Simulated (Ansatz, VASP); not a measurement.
# MoS2: VASP beside Ansatz

The input INCAR:

```
SYSTEM = MoS2
  PREC = Accurate
  ENCUT = 500
  EDIFF = 1E-6
  ISMEAR = 0
  SIGMA = 0.05
  LREAL = .False.
  LASPH = .True.
  NELM = 120
  ALGO = Normal
  ISIF = 2
  LWAVE = .False.
  LCHARG = .False.
  GGA = PE
  IVDW = 12
  NBANDS = 20
  GGA_COMPAT = .False.
```

KPOINTS

```
Automatic mesh
0
Gamma
  12 12 4
  0 0 0
```

POSCAR

```
MoS2
1.0
    3.1494351579      0.0000000000      0.0000000000
   -1.5747175790      2.7274908543      0.0000000000
    0.0000000000      0.0000000000      6.6448340996
Mo S
1 2
Direct
    0.0000000000      0.0000000000      0.0000000000
    0.3333333333      0.6666666667      0.2483301274
    0.3333333333      0.6666666667      0.7516698726
```

Input for Ansatz:

```yaml
crystal:
  lattice:
    - [3.1494351579, 0.0, 0.0]
    - [-1.574717579, 2.7274908543, 0.0]
    - [0.0, 0.0, 6.6448340996]
  atoms:
    - { symbol: Mo, position: [0.0, 0.0, 0.0] }
    - { symbol: S, position: [0.3333333333, 0.6666666667, 0.2483301274] }
    - { symbol: S, position: [0.3333333333, 0.6666666667, 0.7516698726] }
basis:
  ecutwfc: 420
kpoints:
  mp_grid: { grid: [12, 12, 4] }
hamiltonian:
  xc: pbe
  dispersion: d3bj
scf:
  occupations: { method: gaussian, width: 0.05 }
output:
  forces: true
  stress: true
  eigenvalues: true
```

Alike in both runs: task single point; functional PBE; dispersion D3(BJ); k mesh 12 × 12 × 4; occupations gaussian, width 0.05 eV; no spin polarisation.

|  | VASP | Ansatz |
| --- | --- | --- |
| version | VASP 6.6.1 | Ansatz 0.2.0 |
| potentials or method | VASP PAW PBE potentials, release 64 (Mo_sv, S), cutoff 500 eV | scalar-relativistic, plane waves, PAW |
| valence electrons in the cell | 26 | 26 |

|  | VASP | Ansatz | Ansatz less VASP |
| --- | --- | --- | --- |
| gap on the k mesh at the Fermi level (eV) | 1.13 | 1.12 | -0.010 |
| least direct gap on the mesh (eV) | 1.87 | 1.87 | -0.003 |
| pressure (GPa) | -6.9 | -6.8 | +0.09 |
| traceless stress, the component that is largest in VASP (GPa) | -5.46 | -5.43 | +0.035 |
| rms of the force components (eV/Å) | 0.706 | 0.702 | -0.0041 |

Atom by atom the forces differ by 0.004 eV/Å (rms over components).
